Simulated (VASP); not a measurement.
# KBr (P1) in VASP: single point with PBE

Aim: the single point of KBr with PBE.

All numbers are computed with VASP 6.6.1; they aren't measurements. Logs are shortened: lines on timing, memory, paths and dates and some standing lists are left out, and cuts for length are marked.

## Step 1: The cell of the first run

The typed cell holds 2 atoms: a = 4.351 Å, b = 4.379 Å, c = 4.616 Å, α = 61.21°, β = 62.53°, γ = 62.51°.

## Step 2: Single point, PBE (atoms moved at random and the cell strained at random)

Contents of INCAR:

```
SYSTEM = KBr
PREC     = Accurate       ! precision mode
ENCUT    = 520            ! plane-wave cutoff, eV
EDIFF    = 1E-6           ! SCF threshold, eV
ISMEAR   = 0              ! smearing method
SIGMA    = 0.02           ! smearing width, eV
LREAL    = .False.        ! projectors in reciprocal space
LASPH    = .True.         ! aspherical terms in the spheres
NELM     = 100            ! most SCF steps
ALGO     = Normal         ! electronic algorithm
ISIF     = 2              ! what is computed and relaxed
LWAVE    = .False.        ! write WAVECAR
LCHARG   = .True.         ! write CHGCAR
GGA      = PE             ! functional
LELF     = .True.         ! ELF
LVHAR    = .True.       
NBANDS   = 15             ! bands
```

Contents of KPOINTS:

```
regular mesh
0
Gamma
  6 6 6
  0 0 0
```

Contents of POSCAR:

```
KBr
1.0
   -0.0695376000      3.1139477250      3.0381873000
    3.1698543750     -0.0528117000      3.0214614000
    3.2978667750      3.2252342250     -0.1808241000
K Br
1 1
Direct
   -0.0222915718     -0.0172285497      0.0355854214
    0.5222915718      0.5172285497      0.4644145786
```

Potentials or basis: VASP PAW PBE potentials, release 64 (K_sv, Br).

On the command line:

```sh
$ cat potpaw_PBE.64/K_sv/POTCAR potpaw_PBE.64/Br/POTCAR > POTCAR
$ mpirun -np 1 vasp_std > vasp.out
```

OUTCAR:

```text
SYSTEM = KBr
   PREC = Accurate
   ENCUT = 520
   EDIFF = 1E-6
   ISMEAR = 0
   LREAL = .False.
   LASPH = .True.
   NELM = 100
   ISIF = 2
   GGA = PE

 ion  position               nearest neighbor table
   1  0.978  0.983  0.036-   2 2.87   2 3.11   2 3.14
   2  0.522  0.517  0.464-   1 2.87   1 3.11   1 3.14

  LATTYP: Found a triclinic cell.
 ALAT       =     4.5301551165
 B/A-ratio  =     0.9604752631
 C/A-ratio  =     1.0119713208
 COS(alpha) =     0.0235431720
 COS(beta)  =     0.4772990557
 COS(gamma) =     0.5142871268

  Lattice vectors:

 A1 = (  -3.2393919750,   3.1667594250,   0.0167259000)
 A2 = (  -0.0695376000,   3.1139477250,   3.0381873000)
 A3 = (   0.1280124000,   3.2780459250,  -3.2022855000)

Analysis of symmetry for initial positions (statically):
=====================================================================
 Subroutine PRICEL returns:
 Original cell was already a primitive cell.

 Routine SETGRP: Setting up the symmetry group for a
 triclinic supercell.

 Subroutine GETGRP returns: Found  1 space group operations
 (whereof  1 operations were pure point group operations)
 out of a pool of  2 trial point group operations.

The static configuration has the point symmetry C_1 .

Analysis of symmetry for dynamics (positions and initial velocities):
=====================================================================
 Subroutine PRICEL returns:
 Original cell was already a primitive cell.

 Routine SETGRP: Setting up the symmetry group for a
 triclinic supercell.

 Subroutine GETGRP returns: Found  1 space group operations
 (whereof  1 operations were pure point group operations)
 out of a pool of  2 trial point group operations.

The dynamic configuration has the point symmetry C_1 .

 Subroutine INISYM returns: Found  1 space group operations
 (whereof  1 operations are pure point group operations),
 and found     1 'primitive' translations

----------------------------------------------------------------------------------------

                                     Primitive cell

  volume of cell :      65.0805

  direct lattice vectors                    reciprocal lattice vectors
    -0.069537600  3.113947725  3.038187300    -0.149589630  0.161915778  0.159766525
     3.169854375 -0.052811700  3.021461400     0.159217263 -0.153762795  0.161241176
     3.297866775  3.225234225 -0.180824100     0.147035157  0.151208323 -0.151613543

  length of vectors
     4.351101927  4.379497097  4.616357701     0.272248267  0.273846400  0.259749804

  position of ions in fractional coordinates (direct lattice)
     0.977708428  0.982771450  0.035585421
     0.522291572  0.517228550  0.464414579

  ion indices of the primitive-cell ions
   primitive index   ion index
                 1           1
                 2           2

----------------------------------------------------------------------------------------

 KPOINTS: regular mesh

Automatic generation of k-mesh.
 Grid dimensions read from file:
 generate k-points for:    6    6    6

 Generating k-lattice:

  Cartesian coordinates                     Fractional coordinates (reciprocal lattice)
    -0.024931605  0.026985963  0.026627754     0.166666667  0.000000000  0.000000000
     0.026536210 -0.025627133  0.026873529    -0.000000000  0.166666667 -0.000000000
     0.024505860  0.025201387 -0.025268924    -0.000000000 -0.000000000  0.166666667

  Length of vectors
     0.045374711  0.045641067  0.043291634

  Shift w.r.t. Gamma in fractional coordinates (k-lattice)
     0.000000000  0.000000000  0.000000000

 Subroutine IBZKPT returns following result:
 ===========================================

 Found    112 irreducible k-points:

 Following reciprocal coordinates:
            Coordinates               Weight
  0.000000  0.000000  0.000000      1.000000
  0.166667  0.000000 -0.000000      2.000000
  0.333333 -0.000000 -0.000000      2.000000
  0.500000 -0.000000 -0.000000      1.000000
  0.000000  0.166667 -0.000000      2.000000
  0.166667  0.166667 -0.000000      2.000000
[... 16 lines left out ...]
  0.333333  0.000000  0.166667      2.000000
  0.500000  0.000000  0.166667      2.000000
 [... further k-points ...]
   k-points           NKPTS =    112   k-points in BZ     NKDIM =    112   number of bands    NBANDS=     15
   number of dos      NEDOS =    301   number of ions     NIONS =      2
   total plane-waves  NPLWV =  41472
   dimension x,y,z NGX =    32 NGY =   36 NGZ =   36
   dimension x,y,z NGXF=    64 NGYF=   72 NGZF=   72
   ions per type =               1   1
   NGX,Y,Z   is equivalent  to a cutoff of  12.23, 13.67, 12.96 a.u.
   NGXF,Y,Z  is equivalent  to a cutoff of  24.45, 27.33, 25.93 a.u.
 SYSTEM =  KBr
   PREC   = accura    normal or accurate (medium, high low for compatibility)
   ISTART =      0    job   : 0-new  1-cont  2-samecut
   ICHARG =      2    charge: 1-file 2-atom 10-const
   ISPIN  =      1    spin polarized calculation?
   LNONCOLLINEAR =      F non collinear calculations
   LSORBIT =      F    spin-orbit coupling
   LASPH  =      T    aspherical Exc in radial PAW
   ENCUT  =  520.0 eV  38.22 Ry    6.18 a.u.   8.09  8.14  8.58*2*pi/ulx,y,z
   NELM   =    100;   NELMIN=  2; NELMDL= -5     # of ELM steps
   EDIFF  = 0.1E-05   stopping-criterion for ELM
   LREAL  =      F    real-space projection
[... 7 lines left out ...]
   TEBEG  =    0.0;   TEEND  =   0.0 temperature during run
   PSTRESS=    0.0 pullay stress
   NELECT =      16.0000    total number of electrons
   NUPDOWN=      -1.0000    fix difference up-down
   EMIN   =  10.00;   EMAX   =-10.00  energy-range for DOS
   EFERMI =   0.00;   METHOD = LEGACY
   ISMEAR =     0;   SIGMA  =   0.02  broadening in eV -4-tet -1-fermi 0-gaus
   EFERMI_NEDOS =   21; number of points for ismear=-14 and -15
   IALGO  =     38    algorithm
   IMIX   =      4    mixing-type and parameters
     AMIX     =   0.40;   BMIX     =  1.00
     AMIX_MAG =   1.60;   BMIX_MAG =  1.00
  volume/ion in A,a.u.               =      32.54       219.59
  Fermi-wavevector in a.u.,A,eV,Ry     =   1.025568  1.938043 14.310469  1.051790
  Thomas-Fermi vector in A             =   2.159415
   LORBIT       =      0    0 simple, 1 ext, 2 COOP (PROOUT), +10 PAW based schemes
   GGA     = PE    functional components
   LHFCALC =     F    Hartree Fock is set to
   AEXX    =    0.0000 exact exchange contribution
   IVDW    =     0    specifies the selected vdW correction
   LEPSILON=     F    determine dielectric tensor
   LRPA    =     F    only Hartree local field effects (RPA)
 non-spin polarized calculation
 Gauss-broadening in eV      SIGMA  =   0.02
  energy-cutoff  :      520.00
  volume of cell :       65.08
 maximum number of plane-waves:      1767
   NGX = 17   NGY = 17   NGZ = 17

 number of electron      16.0000000 magnetization

 Free energy of the ion-electron system (eV)
  ---------------------------------------------------
  ext. energy  EPLUGINS =         0.00000000
  ---------------------------------------------------
  free energy    TOTEN  =        -6.00879142 eV

  energy without entropy =       -6.00879142  energy(sigma->0) =       -6.00879142

 E-fermi :  -1.1532     XC(G=0):  -7.7600

 val. band max:       -1.2354055493   @ k =   0.0000   0.0000   0.0000
 cond. band min:       3.3729375181   @ k =   0.0000   0.0000   0.0000
 fundamental gap:      4.6083430674
 Fermi energy:        -1.1531566682

 k-point     1 :       0.0000    0.0000    0.0000
  band No.  band energies     occupation
      1     -28.8833      2.00000
      2     -13.7940      2.00000
      3     -12.3768      2.00000
      4     -12.3679      2.00000
      5     -12.3375      2.00000
      6      -1.4482      2.00000
      7      -1.3352      2.00000
      8      -1.2354      2.00000
      9       3.3729      0.00000
     10       6.1223      0.00000
     11       6.3648      0.00000
     12       6.6967      0.00000
     13       7.1717      0.00000
     14       7.4835      0.00000
     15      10.3449      0.00000

 k-point     2 :       0.1667    0.0000   -0.0000
  band No.  band energies     occupation
      1     -28.8806      2.00000
      2     -13.8531      2.00000
      3     -12.3896      2.00000
      4     -12.3726      2.00000
      5     -12.2429      2.00000
      6      -1.7649      2.00000
      7      -1.5163      2.00000
      8      -1.3628      2.00000
      9       4.0751      0.00000
     10       6.1391      0.00000
     11       6.5209      0.00000
     12       6.9016      0.00000
     13       7.6562      0.00000
     14       7.9952      0.00000
     15      11.3110      0.00000

 k-point     3 :       0.3333   -0.0000   -0.0000
  band No.  band energies     occupation
      1     -28.8752      2.00000
      2     -13.9573      2.00000
      3     -12.3940      2.00000
      4     -12.3783      2.00000
      5     -12.0909      2.00000
      6      -2.4176      2.00000
      7      -1.7061      2.00000
      8      -1.5585      2.00000
      9       5.1193      0.00000
     10       6.5759      0.00000
     11       7.2972      0.00000
     12       7.7469      0.00000
     13       8.7401      0.00000
     14       9.1667      0.00000
     15      10.5024      0.00000

 k-point     4 :       0.5000   -0.0000   -0.0000
  band No.  band energies     occupation
      1     -28.8726      2.00000
      2     -14.0041      2.00000
      3     -12.3959      2.00000
      4     -12.3798      2.00000
      5     -12.0210      2.00000
      6      -2.6932      2.00000
      7      -1.7948      2.00000
      8      -1.6490      2.00000
      9       5.4294      0.00000
     10       7.1696      0.00000
     11       8.3533      0.00000
     12       8.6133      0.00000
     13       8.8182      0.00000
     14       9.6122      0.00000
     15      10.0807      0.00000
[... 307 lines left out ...]
 k-point    22 :       0.1667    0.0000    0.1667
  band No.  band energies     occupation
      1     -28.8799      2.00000
      2     -13.8434      2.00000
      3     -12.4114      2.00000
      4     -12.3788      2.00000
      5     -12.2330      2.00000
      6      -1.8800      2.00000
      7      -1.5036      2.00000
      8      -1.3362      2.00000
      9       4.2331      0.00000
     10       5.7082      0.00000
     11       6.6738      0.00000
     12       7.2428      0.00000
     13       7.6881      0.00000
     14       8.3165      0.00000
     15      11.3909      0.00000

 k-point    23 :       0.3333    0.0000    0.1667
  band No.  band energies     occupation
      1     -28.8752      2.00000
      2     -13.8880      2.00000
      3     -12.4155      2.00000
      4     -12.3862      2.00000
      5     -12.1749      2.00000
      6      -2.2784      2.00000
      7      -1.6844      2.00000
      8      -1.4827      2.00000
      9       5.1982      0.00000
     10       5.5379      0.00000
     11       7.3263      0.00000
     12       7.8438      0.00000
     13       8.5674      0.00000
     14       9.1877      0.00000
     15      10.6604      0.00000

 k-point    24 :       0.5000    0.0000    0.1667
  band No.  band energies     occupation
      1     -28.8719      2.00000
      2     -13.9411      2.00000
      3     -12.4120      2.00000
      4     -12.3975      2.00000
      5     -12.0992      2.00000
      6      -2.5330      2.00000
      7      -1.8532      2.00000
      8      -1.6199      2.00000
      9       5.6005      0.00000
     10       6.6060      0.00000
     11       7.7692      0.00000
     12       8.7206      0.00000
     13       8.9344      0.00000
     14       9.5636      0.00000
     15      10.0776      0.00000

 [... further k-points ...]

------------------------ aborting loop because EDIFF is reached ----------------------------------------

  FORCE on cell =-STRESS in cart. coord.  units (eV):
  Direction    XX          YY          ZZ          XY          YZ          ZX
  --------------------------------------------------------------------------------------
  -------------------------------------------------------------------------------------
  Total        0.8261443      1.1641126      2.6997850     -0.0857912      0.1722249      0.2028789
  in kB       20.3383389     28.6585711     66.4643476     -2.1120402      4.2398991      4.9945504
  external PRESSURE =      38.4870859 kB  Pullay stress =       0.0000000 kB

 VOLUME and BASIS-vectors are now :
 -----------------------------------------------------------------------------
  energy-cutoff  :      520.00
  volume of cell :       65.08
      direct lattice vectors                 reciprocal lattice vectors
    -0.069537600  3.113947725  3.038187300    -0.149589630  0.161915778  0.159766525
     3.169854375 -0.052811700  3.021461400     0.159217263 -0.153762795  0.161241176
     3.297866775  3.225234225 -0.180824100     0.147035157  0.151208323 -0.151613543

 POSITION                                       TOTAL-FORCE (eV/Angst)
 -----------------------------------------------------------------------------------
      3.16461      3.10740      5.93343        -0.179383     -0.186461      0.788590
      3.13480      3.09692      3.06563         0.179383      0.186461     -0.788590
 -----------------------------------------------------------------------------------
    total drift:                               -0.000067      0.000014     -0.000143

  FREE ENERGIE OF THE ION-ELECTRON SYSTEM (eV)
  ---------------------------------------------------
  free  energy   TOTEN  =        -6.0087914166 eV

  energy  without entropy=       -6.0087914166  energy(sigma->0) =       -6.00879142
```

It took 97 s on 1 thread of Intel Xeon 8259CL, shared host; peak memory 0.26 GiB.

Results:

```
Free energy            : -6.0088 eV
Pressure               : 3.8 GPa
Largest force          : 0.830 eV/Å
Band gap on the k mesh : 4.61 eV
```

Forces on the atoms (eV/Å):
```
K   -0.179 -0.186  0.789
Br   0.179  0.186 -0.789
```

Caveat: the cell differs from its parent crystal (atoms moved at random and the cell strained at random); the cell stands under pressure.
